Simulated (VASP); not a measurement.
# BP (F-43m) in VASP: single point with PBEsol

Aim: the single point of BP with PBEsol.

Everything below comes from runs of VASP 6.6.1. Logs are shortened: lines on timing, memory, paths and dates and some standing lists are left out, and cuts for length are marked.

**1. The cell of the first run**

The structure is cubic, space group F-43m (No. 216). The conventional cell has a = 5.053 Å, b = 5.053 Å, c = 5.053 Å, α = 90.00°, β = 90.00°, γ = 90.00°. Within 2.9 Å of B (site symmetry -43m) lie 4 P at 2.19 Å. Within 2.9 Å of P (site symmetry -43m) lie 4 B at 2.19 Å.

**2. Single point, PBEsol (Ga replaced by B, lengths x 0.900, strained)**

INCAR

```
SYSTEM = BP
ALGO = Normal ; EDIFF = 1E-6
ENCUT = 500 ; GGA = PS
GGA_COMPAT = .FALSE. ; ISIF = 2
ISMEAR = 0 ; LASPH = .TRUE.
LCHARG = .FALSE. ; LREAL = .FALSE.
LWAVE = .FALSE. ; NBANDS = 11
NELM = 120 ; PREC = Accurate
SIGMA = 0.1
```

KPOINTS

```
k-points
0
G
  6 6 6
  0 0 0
```

POSCAR

```
BP
1.0
    0.0000000000      2.5264037165      2.5264037165
    2.5264037165      0.0000000000      2.5264037165
    2.5264037165      2.5264037165      0.0000000000
B P
1 1
Direct
    0.0000000000      0.0000000000      0.0000000000
    0.7500000000      0.7500000000      0.7500000000
```

Potentials or basis: VASP PAW PBE potentials, release 64 (B, P).

Command:

```sh
cat potpaw_PBE.64/B/POTCAR potpaw_PBE.64/P/POTCAR > POTCAR
mpirun -np 1 vasp_std > vasp.out
```

OUTCAR:

```text
SYSTEM = BP
   EDIFF = 1E-6
   ENCUT = 500
   GGA = PS
   ISIF = 2
   ISMEAR = 0
   LASPH = .TRUE.
   LREAL = .FALSE.
   NELM = 120
   PREC = Accurate

 ion  position               nearest neighbor table
   1  0.000  0.000  0.000-   2 2.19   2 2.19   2 2.19   2 2.19
   2  0.750  0.750  0.750-   1 2.19   1 2.19   1 2.19   1 2.19

  LATTYP: Found a face centered cubic cell.
 ALAT       =     5.0528074330

  Lattice vectors:

 A1 = (   0.0000000000,   2.5264037165,   2.5264037165)
 A2 = (   2.5264037165,   0.0000000000,   2.5264037165)
 A3 = (   2.5264037165,   2.5264037165,   0.0000000000)

Analysis of symmetry for initial positions (statically):
=====================================================================
 Subroutine PRICEL returns:
 Original cell was already a primitive cell.

 Routine SETGRP: Setting up the symmetry group for a
 face centered cubic supercell.

 Subroutine GETGRP returns: Found 24 space group operations
 (whereof 24 operations were pure point group operations)
 out of a pool of 48 trial point group operations.

The static configuration has the point symmetry T_d .

Analysis of symmetry for dynamics (positions and initial velocities):
=====================================================================
 Subroutine PRICEL returns:
 Original cell was already a primitive cell.

 Routine SETGRP: Setting up the symmetry group for a
 face centered cubic supercell.

 Subroutine GETGRP returns: Found 24 space group operations
 (whereof 24 operations were pure point group operations)
 out of a pool of 48 trial point group operations.

The dynamic configuration has the point symmetry T_d .

 Subroutine INISYM returns: Found 24 space group operations
 (whereof 24 operations are pure point group operations),
 and found     1 'primitive' translations

----------------------------------------------------------------------------------------

                                     Primitive cell

  volume of cell :      32.2506

  direct lattice vectors                    reciprocal lattice vectors
     0.000000000  2.526403716  2.526403716    -0.197909779  0.197909779  0.197909779
     2.526403716  0.000000000  2.526403716     0.197909779 -0.197909779  0.197909779
     2.526403716  2.526403716  0.000000000     0.197909779  0.197909779 -0.197909779

  length of vectors
     3.572874400  3.572874400  3.572874400     0.342789792  0.342789792  0.342789792

  position of ions in fractional coordinates (direct lattice)
     0.000000000  0.000000000  0.000000000
     0.750000000  0.750000000  0.750000000

  ion indices of the primitive-cell ions
   primitive index   ion index
                 1           1
                 2           2

----------------------------------------------------------------------------------------

 KPOINTS: k-points

Automatic generation of k-mesh.
 Grid dimensions read from file:
 generate k-points for:    6    6    6

 Generating k-lattice:

  Cartesian coordinates                     Fractional coordinates (reciprocal lattice)
    -0.032984963  0.032984963  0.032984963     0.166666667  0.000000000  0.000000000
     0.032984963 -0.032984963  0.032984963     0.000000000  0.166666667  0.000000000
     0.032984963  0.032984963 -0.032984963     0.000000000  0.000000000  0.166666667

  Length of vectors
     0.057131632  0.057131632  0.057131632

  Shift w.r.t. Gamma in fractional coordinates (k-lattice)
     0.000000000  0.000000000  0.000000000

 Subroutine IBZKPT returns following result:
 ===========================================

 Found     16 irreducible k-points:

 Following reciprocal coordinates:
            Coordinates               Weight
  0.000000  0.000000  0.000000      1.000000
  0.166667  0.000000  0.000000      8.000000
  0.333333  0.000000  0.000000      8.000000
  0.500000  0.000000  0.000000      4.000000
  0.166667  0.166667  0.000000      6.000000
  0.333333  0.166667  0.000000     24.000000
[... 8 lines left out ...]
 -0.333333  0.333333  0.166667     24.000000
 -0.333333  0.500000  0.166667     12.000000
   k-points           NKPTS =     16   k-points in BZ     NKDIM =     16   number of bands    NBANDS=     11
   number of dos      NEDOS =    301   number of ions     NIONS =      2
   total plane-waves  NPLWV =  21952
   dimension x,y,z NGX =    28 NGY =   28 NGZ =   28
   dimension x,y,z NGXF=    56 NGYF=   56 NGZF=   56
   ions per type =               1   1
   NGX,Y,Z   is equivalent  to a cutoff of  13.03, 13.03, 13.03 a.u.
   NGXF,Y,Z  is equivalent  to a cutoff of  26.06, 26.06, 26.06 a.u.
 SYSTEM =  BP
   PREC   = accura    normal or accurate (medium, high low for compatibility)
   ISTART =      0    job   : 0-new  1-cont  2-samecut
   ICHARG =      2    charge: 1-file 2-atom 10-const
   ISPIN  =      1    spin polarized calculation?
   LNONCOLLINEAR =      F non collinear calculations
   LSORBIT =      F    spin-orbit coupling
   LASPH  =      T    aspherical Exc in radial PAW
   ENCUT  =  500.0 eV  36.75 Ry    6.06 a.u.   6.51  6.51  6.51*2*pi/ulx,y,z
   NELM   =    120;   NELMIN=  2; NELMDL= -5     # of ELM steps
   EDIFF  = 0.1E-05   stopping-criterion for ELM
   LREAL  =      F    real-space projection
   EDIFFG = 0.1E-04   stopping-criterion for IOM
   NSW    =      0    number of steps for IOM
   IBRION =     -1    ionic relax: 0-MD 1-quasi-New 2-CG
   NFREE  =      0    steps in history (QN), initial steepest desc. (CG)
   ISIF   =      2    stress and relaxation
   ISYM   =      2    0-nonsym 1-usesym 2-fastsym
   POTIM  = 0.5000    time-step for ionic-motion
   TEBEG  =    0.0;   TEEND  =   0.0 temperature during run
   PSTRESS=    0.0 pullay stress
   NELECT =       8.0000    total number of electrons
   NUPDOWN=      -1.0000    fix difference up-down
   EMIN   =  10.00;   EMAX   =-10.00  energy-range for DOS
   EFERMI =   0.00;   METHOD = LEGACY
   ISMEAR =     0;   SIGMA  =   0.10  broadening in eV -4-tet -1-fermi 0-gaus
   EFERMI_NEDOS =   21; number of points for ismear=-14 and -15
   IALGO  =     38    algorithm
   IMIX   =      4    mixing-type and parameters
     AMIX     =   0.40;   BMIX     =  1.00
     AMIX_MAG =   1.60;   BMIX_MAG =  1.00
  volume/ion in A,a.u.               =      16.13       108.82
  Fermi-wavevector in a.u.,A,eV,Ry     =   1.028629  1.943827 14.396019  1.058078
  Thomas-Fermi vector in A             =   2.162635
   LORBIT       =      0    0 simple, 1 ext, 2 COOP (PROOUT), +10 PAW based schemes
   GGA     = PS    functional components
   LHFCALC =     F    Hartree Fock is set to
   AEXX    =    0.0000 exact exchange contribution
   IVDW    =     0    specifies the selected vdW correction
   LEPSILON=     F    determine dielectric tensor
   LRPA    =     F    only Hartree local field effects (RPA)
 non-spin polarized calculation
 Gauss-broadening in eV      SIGMA  =   0.10
  energy-cutoff  :      500.00
  volume of cell :       32.25
 maximum number of plane-waves:       869
 NGX is ok and might be reduce to    28
   NGX = 13   NGY = 13   NGZ = 13

 number of electron       7.9999999 magnetization

 Free energy of the ion-electron system (eV)
  ---------------------------------------------------
  ext. energy  EPLUGINS =         0.00000000
  ---------------------------------------------------
  free energy    TOTEN  =       -12.55884887 eV

  energy without entropy =      -12.55884887  energy(sigma->0) =      -12.55884887

 E-fermi :   4.5110     XC(G=0):  -9.7303

 val. band max:        4.0092224130   @ k =   0.0000   0.0000   0.0000
 cond. band min:       5.5594302146   @ k =   0.3333   0.3333   0.0000
 fundamental gap:      1.5502078015
 Fermi energy:         4.5109500755

 k-point     1 :       0.0000    0.0000    0.0000
  band No.  band energies     occupation
      1      -8.9086      2.00000
      2       4.0092      2.00000
      3       4.0092      2.00000
      4       4.0092      2.00000
      5       7.0243      0.00000
      6       7.0243      0.00000
      7       7.0243      0.00000
      8       7.0561      0.00000
      9      13.4110      0.00000
     10      15.2917      0.00000
     11      15.2917      0.00000

 k-point     2 :       0.1667    0.0000    0.0000
  band No.  band energies     occupation
      1      -8.5359      2.00000
      2       1.5754      2.00000
      3       3.5218      2.00000
      4       3.5218      2.00000
      5       6.6857      0.00000
      6       7.7020      0.00000
      7       7.7020      0.00000
      8       9.2979      0.00000
      9      14.3430      0.00000
     10      14.3430      0.00000
     11      14.4297      0.00000

 k-point     3 :       0.3333    0.0000    0.0000
  band No.  band energies     occupation
      1      -7.5162      2.00000
      2      -1.4626      2.00000
      3       2.8932      2.00000
      4       2.8932      2.00000
      5       6.2015      0.00000
      6       8.3472      0.00000
      7       8.3472      0.00000
      8      11.8702      0.00000
      9      14.8386      0.00000
     10      14.8386      0.00000
     11      14.8680      0.00000

 k-point     4 :       0.5000    0.0000    0.0000
  band No.  band energies     occupation
      1      -6.6484      2.00000
      2      -3.0465      2.00000
      3       2.6587      2.00000
      4       2.6587      2.00000
      5       6.0111      0.00000
      6       8.3941      0.00000
      7       8.3941      0.00000
      8      12.7205      0.00000
      9      16.0734      0.00000
     10      16.6853      0.00000
     11      16.6853      0.00000
[... 127 lines left out ...]
 k-point    14 :       0.5000    0.3333    0.1667
  band No.  band energies     occupation
      1      -6.6511      2.00000
      2      -1.6942      2.00000
      3       0.3447      2.00000
      4       1.6316      2.00000
      5       7.6068      0.00000
      6       8.5643      0.00000
      7       9.3037      0.00000
      8      11.4723      0.00000
      9      14.4887      0.00000
     10      15.4353      0.00000
     11      17.8685      0.00000

 k-point    15 :      -0.3333    0.3333    0.1667
  band No.  band energies     occupation
      1      -5.8846      2.00000
      2      -2.6579      2.00000
      3      -0.1203      2.00000
      4       1.1582      2.00000
      5       8.1354      0.00000
      6       8.5881      0.00000
      7      10.8095      0.00000
      8      11.1774      0.00000
      9      13.1242      0.00000
     10      16.4127      0.00000
     11      17.7414      0.00000

 k-point    16 :      -0.3333    0.5000    0.1667
  band No.  band energies     occupation
      1      -5.5153      2.00000
      2      -2.8703      2.00000
      3       0.1751      2.00000
      4       0.3140      2.00000
      5       7.6402      0.00000
      6       7.8149      0.00000
      7      11.2494      0.00000
      8      11.6336      0.00000
      9      14.7266      0.00000
     10      16.6166      0.00000
     11      17.8524      0.00000

------------------------ aborting loop because EDIFF is reached ----------------------------------------

  FORCE on cell =-STRESS in cart. coord.  units (eV):
  Direction    XX          YY          ZZ          XY          YZ          ZX
  --------------------------------------------------------------------------------------
  -------------------------------------------------------------------------------------
  Total       -5.8888227     -5.8888227     -5.8888227      0.0000000     -0.0000000     -0.0000000
  in kB     -292.5504753   -292.5504753   -292.5504753      0.0000000     -0.0000000     -0.0000000
  external PRESSURE =    -292.5504753 kB  Pullay stress =       0.0000000 kB

 VOLUME and BASIS-vectors are now :
 -----------------------------------------------------------------------------
  energy-cutoff  :      500.00
  volume of cell :       32.25
      direct lattice vectors                 reciprocal lattice vectors
     0.000000000  2.526403716  2.526403716    -0.197909779  0.197909779  0.197909779
     2.526403716  0.000000000  2.526403716     0.197909779 -0.197909779  0.197909779
     2.526403716  2.526403716  0.000000000     0.197909779  0.197909779 -0.197909779

 POSITION                                       TOTAL-FORCE (eV/Angst)
 -----------------------------------------------------------------------------------
      0.00000      0.00000      0.00000        -0.000000      0.000000      0.000000
      3.78961      3.78961      3.78961         0.000000     -0.000000     -0.000000
 -----------------------------------------------------------------------------------
    total drift:                               -0.000000     -0.000000     -0.000000

  FREE ENERGIE OF THE ION-ELECTRON SYSTEM (eV)
  ---------------------------------------------------
  free  energy   TOTEN  =       -12.5588488734 eV

  energy  without entropy=      -12.5588488734  energy(sigma->0) =      -12.55884887
```

Wall time 13 s (1 thread of AMD EPYC 7R13, shared host); peak memory 0.12 GiB.

Results:

| Property | Result |
| --- | --- |
| Free energy | -12.5588 eV |
| Pressure | -29.3 GPa |
| Band gap on the k mesh | 1.55 eV, indirect (least direct gap 3.02 eV) |

Caveat: the cell differs from its parent crystal (Ga replaced by B, lengths x 0.900, strained); the PAW data sets were made with another functional, which shifts forces and pressure a little. A k mesh can miss the band edges.
